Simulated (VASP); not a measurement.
# PbSe in VASP: further runs

The runs below take PbSe through single point, with PBE.

All numbers are computed with VASP 6.6.1; they aren't measurements. Logs are shortened: lines on timing, memory, paths and dates and some standing lists are left out, and cuts for length are marked.

## (1) The cell of the first run

The structure is tetragonal, space group I-4m2 (No. 119). The conventional cell has a = 4.841 Å, b = 4.841 Å, c = 7.052 Å, α = 90.00°, β = 90.00°, γ = 90.00°. Pb (site symmetry -4m2) has 4 Se at 2.99 Å within 3.9 Å. Se (site symmetry -4m2) has 4 Pb at 2.99 Å within 3.9 Å.

## (2) Single point, PBE (uniaxial z strain +3.0%)

INCAR

```
SYSTEM = PbSe
ALGO     = Normal         ! electronic algorithm
EDIFF    = 1E-6           ! SCF threshold, eV
ENCUT    = 520            ! plane-wave cutoff, eV
GGA      = PE             ! functional
ISIF     = 2              ! what is computed and relaxed
ISMEAR   = 0              ! smearing method
LASPH    = .TRUE.         ! aspherical terms in the spheres
LCHARG   = .FALSE.        ! write CHGCAR
LREAL    = .FALSE.        ! projectors in reciprocal space
LWAVE    = .FALSE.        ! write WAVECAR
NBANDS   = 17             ! bands
NELM     = 100            ! most SCF steps
PREC     = Accurate       ! precision mode
SIGMA    = 0.01           ! smearing width, eV
```

KPOINTS

```
k-points
0
G
  4 4 4
  0 0 0
```

POSCAR

```
PbSe
1.0
    0.0000000000      3.4232041400      3.5259002642
    3.4232041400      0.0000000000      3.5259002642
    3.4232041400      3.4232041400      0.0000000000
Pb Se
1 1
Direct
    0.0000000000      0.0000000000      0.0000000000
    0.2500000000      0.2500000000      0.2500000000
```

Potentials or basis: VASP PAW PBE potentials, release 64 (Pb_d, Se).

Command:

```
cat potpaw_PBE.64/Pb_d/POTCAR potpaw_PBE.64/Se/POTCAR > POTCAR
mpirun -np 1 vasp_std > vasp.out
```

OUTCAR:

```text
SYSTEM = PbSe
   EDIFF = 1E-6
   ENCUT = 520
   GGA = PE
   ISIF = 2
   ISMEAR = 0
   LASPH = .TRUE.
   LREAL = .FALSE.
   NELM = 100
   PREC = Accurate

 ion  position               nearest neighbor table
   1  0.000  0.000  0.000-   2 2.99   2 2.99   2 2.99   2 2.99
   2  0.250  0.250  0.250-   1 2.99   1 2.99   1 2.99   1 2.99

  LATTYP: Found a body centered tetragonal cell.
 ALAT       =     4.8411417216
 C/A-ratio  =     1.4566399692

  Lattice vectors:

 A1 = (  -3.4232041400,   0.0000000000,   3.5259002642)
 A2 = (   3.4232041400,   0.0000000000,   3.5259002642)
 A3 = (   0.0000000000,   3.4232041400,  -3.5259002642)

Analysis of symmetry for initial positions (statically):
=====================================================================
 Subroutine PRICEL returns:
 Original cell was already a primitive cell.

 Routine SETGRP: Setting up the symmetry group for a
 body centered tetragonal supercell.

 Subroutine GETGRP returns: Found  8 space group operations
 (whereof  8 operations were pure point group operations)
 out of a pool of 16 trial point group operations.

The static configuration has the point symmetry D_2d.

Analysis of symmetry for dynamics (positions and initial velocities):
=====================================================================
 Subroutine PRICEL returns:
 Original cell was already a primitive cell.

 Routine SETGRP: Setting up the symmetry group for a
 body centered tetragonal supercell.

 Subroutine GETGRP returns: Found  8 space group operations
 (whereof  8 operations were pure point group operations)
 out of a pool of 16 trial point group operations.

The dynamic configuration has the point symmetry D_2d.

 Subroutine INISYM returns: Found  8 space group operations
 (whereof  8 operations are pure point group operations),
 and found     1 'primitive' translations

----------------------------------------------------------------------------------------

                                     Primitive cell

  volume of cell :      82.6353

  direct lattice vectors                    reciprocal lattice vectors
     0.000000000  3.423204140  3.525900264    -0.146061987  0.146061987  0.141807755
     3.423204140  0.000000000  3.525900264     0.146061987 -0.146061987  0.141807755
     3.423204140  3.423204140  0.000000000     0.146061987  0.146061987 -0.141807755

  length of vectors
     4.914295398  4.914295398  4.841141722     0.250554680  0.250554680  0.250554680

  position of ions in fractional coordinates (direct lattice)
     0.000000000  0.000000000  0.000000000
     0.250000000  0.250000000  0.250000000

  ion indices of the primitive-cell ions
   primitive index   ion index
                 1           1
                 2           2

----------------------------------------------------------------------------------------

 KPOINTS: k-points

Automatic generation of k-mesh.
 Grid dimensions read from file:
 generate k-points for:    4    4    4

 Generating k-lattice:

  Cartesian coordinates                     Fractional coordinates (reciprocal lattice)
    -0.036515497  0.036515497  0.035451939     0.250000000  0.000000000  0.000000000
     0.036515497 -0.036515497  0.035451939     0.000000000  0.250000000  0.000000000
     0.036515497  0.036515497 -0.035451939     0.000000000  0.000000000  0.250000000

  Length of vectors
     0.062638670  0.062638670  0.062638670

  Shift w.r.t. Gamma in fractional coordinates (k-lattice)
     0.000000000  0.000000000  0.000000000

 Subroutine IBZKPT returns following result:
 ===========================================

 Found     13 irreducible k-points:

 Following reciprocal coordinates:
            Coordinates               Weight
  0.000000  0.000000  0.000000      1.000000
  0.250000  0.000000  0.000000      8.000000
  0.500000  0.000000  0.000000      4.000000
  0.250000  0.250000  0.000000      2.000000
  0.500000  0.250000  0.000000      8.000000
 -0.250000  0.250000  0.000000      4.000000
  0.500000  0.500000  0.000000      1.000000
  0.250000  0.000000  0.250000      4.000000
  0.500000  0.000000  0.250000     16.000000
 -0.250000  0.000000  0.250000      8.000000
 -0.250000  0.500000  0.250000      4.000000
  0.500000  0.000000  0.500000      2.000000
 -0.250000  0.250000  0.500000      2.000000
   k-points           NKPTS =     13   k-points in BZ     NKDIM =     13   number of bands    NBANDS=     17
   number of dos      NEDOS =    301   number of ions     NIONS =      2
   total plane-waves  NPLWV =  57600
   dimension x,y,z NGX =    40 NGY =   40 NGZ =   36
   dimension x,y,z NGXF=    80 NGYF=   80 NGZF=   72
   ions per type =               1   1
   NGX,Y,Z   is equivalent  to a cutoff of  13.53, 13.53, 12.36 a.u.
   NGXF,Y,Z  is equivalent  to a cutoff of  27.06, 27.06, 24.72 a.u.
 SYSTEM =  PbSe
   PREC   = accura    normal or accurate (medium, high low for compatibility)
   ISTART =      0    job   : 0-new  1-cont  2-samecut
   ICHARG =      2    charge: 1-file 2-atom 10-const
   ISPIN  =      1    spin polarized calculation?
   LNONCOLLINEAR =      F non collinear calculations
   LSORBIT =      F    spin-orbit coupling
   LASPH  =      T    aspherical Exc in radial PAW
   ENCUT  =  520.0 eV  38.22 Ry    6.18 a.u.   9.14  9.14  9.00*2*pi/ulx,y,z
   NELM   =    100;   NELMIN=  2; NELMDL= -5     # of ELM steps
   EDIFF  = 0.1E-05   stopping-criterion for ELM
   LREAL  =      F    real-space projection
   EDIFFG = 0.1E-04   stopping-criterion for IOM
   NSW    =      0    number of steps for IOM
   IBRION =     -1    ionic relax: 0-MD 1-quasi-New 2-CG
   NFREE  =      0    steps in history (QN), initial steepest desc. (CG)
   ISIF   =      2    stress and relaxation
   ISYM   =      2    0-nonsym 1-usesym 2-fastsym
   POTIM  = 0.5000    time-step for ionic-motion
   TEBEG  =    0.0;   TEEND  =   0.0 temperature during run
   PSTRESS=    0.0 pullay stress
   NELECT =      20.0000    total number of electrons
   NUPDOWN=      -1.0000    fix difference up-down
   EMIN   =  10.00;   EMAX   =-10.00  energy-range for DOS
   EFERMI =   0.00;   METHOD = LEGACY
   ISMEAR =     0;   SIGMA  =   0.01  broadening in eV -4-tet -1-fermi 0-gaus
   EFERMI_NEDOS =   21; number of points for ismear=-14 and -15
   IALGO  =     38    algorithm
   IMIX   =      4    mixing-type and parameters
     AMIX     =   0.40;   BMIX     =  1.00
     AMIX_MAG =   1.60;   BMIX_MAG =  1.00
  volume/ion in A,a.u.               =      41.32       278.83
  Fermi-wavevector in a.u.,A,eV,Ry     =   1.020226  1.927947 14.161769  1.040861
  Thomas-Fermi vector in A             =   2.153783
   LORBIT       =      0    0 simple, 1 ext, 2 COOP (PROOUT), +10 PAW based schemes
   GGA     = PE    functional components
   LHFCALC =     F    Hartree Fock is set to
   AEXX    =    0.0000 exact exchange contribution
   IVDW    =     0    specifies the selected vdW correction
   LEPSILON=     F    determine dielectric tensor
   LRPA    =     F    only Hartree local field effects (RPA)
 non-spin polarized calculation
 Gauss-broadening in eV      SIGMA  =   0.01
  energy-cutoff  :      520.00
  volume of cell :       82.64
 maximum number of plane-waves:      2264
 NGX is ok and might be reduce to    40
   NGX = 19   NGY = 19   NGZ = 17

 number of electron      20.0000000 magnetization

 Free energy of the ion-electron system (eV)
  ---------------------------------------------------
  ext. energy  EPLUGINS =         0.00000000
  ---------------------------------------------------
  free energy    TOTEN  =        -7.84357562 eV

  energy without entropy =       -7.84357562  energy(sigma->0) =       -7.84357562

 E-fermi :   2.2441     XC(G=0):  -7.6162

 val. band max:        2.1162298266   @ k =  -0.2500   0.5000   0.2500
 cond. band min:       2.7600752589   @ k =   0.5000   0.0000   0.5000
 fundamental gap:      0.6438454323
 Fermi energy:         2.2440657829

 k-point     1 :       0.0000    0.0000    0.0000
  band No.  band energies     occupation
      1     -14.6997      2.00000
      2     -14.6920      2.00000
      3     -14.6920      2.00000
      4     -14.6721      2.00000
      5     -14.6652      2.00000
      6     -10.5284      2.00000
[... 9 lines left out ...]
     16      10.4847      0.00000
     17      10.8528      0.00000

 k-point     2 :       0.2500    0.0000    0.0000
  band No.  band energies     occupation
      1     -14.7060      2.00000
      2     -14.6925      2.00000
      3     -14.6885      2.00000
      4     -14.6717      2.00000
      5     -14.6643      2.00000
      6     -10.2797      2.00000
[... 9 lines left out ...]
     16       9.5789      0.00000
     17      10.5858      0.00000

 k-point     3 :       0.5000    0.0000    0.0000
  band No.  band energies     occupation
      1     -14.7162      2.00000
      2     -14.6899      2.00000
      3     -14.6863      2.00000
      4     -14.6699      2.00000
      5     -14.6625      2.00000
      6      -9.9792      2.00000
[... 9 lines left out ...]
     16      10.4010      0.00000
     17      10.4741      0.00000

 k-point     4 :       0.2500    0.2500    0.0000
  band No.  band energies     occupation
      1     -14.7177      2.00000
      2     -14.6841      2.00000
      3     -14.6841      2.00000
      4     -14.6698      2.00000
      5     -14.6672      2.00000
      6     -10.1996      2.00000
[... 9 lines left out ...]
     16      10.9949      0.00000
     17      12.5863      0.00000

 k-point     5 :       0.5000    0.2500    0.0000
  band No.  band energies     occupation
      1     -14.7247      2.00000
      2     -14.6837      2.00000
      3     -14.6808      2.00000
      4     -14.6691      2.00000
      5     -14.6663      2.00000
      6      -9.8863      2.00000
[... 9 lines left out ...]
     16      10.8286      0.00000
     17      11.4178      0.00000

 k-point     6 :      -0.2500    0.2500    0.0000
  band No.  band energies     occupation
      1     -14.7164      2.00000
      2     -14.6887      2.00000
      3     -14.6840      2.00000
      4     -14.6722      2.00000
      5     -14.6634      2.00000
      6      -9.9869      2.00000
[... 9 lines left out ...]
     16      10.2135      0.00000
     17      11.4092      0.00000

 k-point     7 :       0.5000    0.5000    0.0000
  band No.  band energies     occupation
      1     -14.7350      2.00000
      2     -14.6761      2.00000
      3     -14.6761      2.00000
      4     -14.6697      2.00000
      5     -14.6674      2.00000
      6      -9.7809      2.00000
[... 9 lines left out ...]
     16      11.8863      0.00000
     17      11.9946      0.00000

 k-point     8 :       0.2500    0.0000    0.2500
  band No.  band energies     occupation
      1     -14.7116      2.00000
      2     -14.6904      2.00000
      3     -14.6845      2.00000
      4     -14.6742      2.00000
      5     -14.6629      2.00000
      6     -10.1889      2.00000
[... 9 lines left out ...]
     16      10.7597      0.00000
     17      12.3767      0.00000

 k-point     9 :       0.5000    0.0000    0.2500
  band No.  band energies     occupation
      1     -14.7214      2.00000
      2     -14.6862      2.00000
      3     -14.6821      2.00000
      4     -14.6736      2.00000
      5     -14.6620      2.00000
      6      -9.8757      2.00000
[... 9 lines left out ...]
     16      10.7918      0.00000
     17      11.5270      0.00000

 k-point    10 :      -0.2500    0.0000    0.2500
  band No.  band energies     occupation
      1     -14.7164      2.00000
      2     -14.6881      2.00000
      3     -14.6849      2.00000
      4     -14.6715      2.00000
      5     -14.6639      2.00000
      6      -9.9885      2.00000
[... 9 lines left out ...]
     16      10.1414      0.00000
     17      11.4835      0.00000

 k-point    11 :      -0.2500    0.5000    0.2500
  band No.  band energies     occupation
      1     -14.7260      2.00000
      2     -14.6857      2.00000
      3     -14.6773      2.00000
      4     -14.6718      2.00000
      5     -14.6646      2.00000
      6      -9.7660      2.00000
[... 9 lines left out ...]
     16      11.2813      0.00000
     17      11.2874      0.00000

 k-point    12 :       0.5000    0.0000    0.5000
  band No.  band energies     occupation
      1     -14.7304      2.00000
      2     -14.6810      2.00000
      3     -14.6770      2.00000
      4     -14.6770      2.00000
      5     -14.6603      2.00000
      6      -9.7593      2.00000
[... 9 lines left out ...]
     16      11.8073      0.00000
     17      11.8319      0.00000

 k-point    13 :      -0.2500    0.2500    0.5000
  band No.  band energies     occupation
      1     -14.7240      2.00000
      2     -14.6836      2.00000
      3     -14.6817      2.00000
      4     -14.6749      2.00000
      5     -14.6616      2.00000
      6      -9.7560      2.00000
[... 9 lines left out ...]
     16      11.3197      0.00000
     17      11.5464      0.00000

------------------------ aborting loop because EDIFF is reached ----------------------------------------

  FORCE on cell =-STRESS in cart. coord.  units (eV):
  Direction    XX          YY          ZZ          XY          YZ          ZX
  --------------------------------------------------------------------------------------
  -------------------------------------------------------------------------------------
  Total       -0.1119251     -0.1119251     -0.1900164      0.0000000      0.0000000      0.0000000
  in kB       -2.1700645     -2.1700645     -3.6841389      0.0000000      0.0000000      0.0000000
  external PRESSURE =      -2.6747560 kB  Pullay stress =       0.0000000 kB

 VOLUME and BASIS-vectors are now :
 -----------------------------------------------------------------------------
  energy-cutoff  :      520.00
  volume of cell :       82.64
      direct lattice vectors                 reciprocal lattice vectors
     0.000000000  3.423204140  3.525900264    -0.146061987  0.146061987  0.141807755
     3.423204140  0.000000000  3.525900264     0.146061987 -0.146061987  0.141807755
     3.423204140  3.423204140  0.000000000     0.146061987  0.146061987 -0.141807755

 POSITION                                       TOTAL-FORCE (eV/Angst)
 -----------------------------------------------------------------------------------
      0.00000      0.00000      0.00000         0.000000      0.000000      0.000000
      1.71160      1.71160      1.76295         0.000000      0.000000     -0.000000
 -----------------------------------------------------------------------------------
    total drift:                               -0.000001     -0.000001      0.000001

  FREE ENERGIE OF THE ION-ELECTRON SYSTEM (eV)
  ---------------------------------------------------
  free  energy   TOTEN  =        -7.8435756203 eV

  energy  without entropy=       -7.8435756203  energy(sigma->0) =       -7.84357562
```

It took 24 s on 1 thread of Intel Xeon 6975P-C, shared host; peak memory 0.23 GiB.

Results:

```yaml
Free_energy: -7.8436 eV
Pressure: -0.3 GPa
Band_gap_on_the_k_mesh: 0.64 eV, indirect (least direct gap 1.17 eV)
```

Levels at points of the mesh, in eV from the valence-band top:
| k point | band 7 | band 8 | band 9 | band 10 | band 11 | band 12 | band 13 | band 14 |
| --- | --- | --- | --- | --- | --- | --- | --- | --- |
| (0.00, 0.00, 0.00) | -6.48 | -1.64 | -1.53 | -1.53 | 2.08 | 2.08 | 2.16 | 4.68 |
| (0.50, 0.00, 0.00) | -7.84 | -2.13 | -2.02 | -1.97 | 2.82 | 2.87 | 3.54 | 6.51 |
| (0.50, 0.50, 0.00) | -8.22 | -2.68 | -2.68 | -0.45 | 0.71 | 4.70 | 4.70 | 5.83 |
| (0.50, 0.00, 0.50) | -8.16 | -2.78 | -2.77 | -0.55 | 0.64 | 4.66 | 4.78 | 5.94 |

Caveat: the cell differs from its parent crystal (uniaxial z strain +3.0%); spin-orbit coupling is left out, which moves the levels of the heavy elements. A k mesh can miss the band edges.

(Part 1 of 2 ends here.)
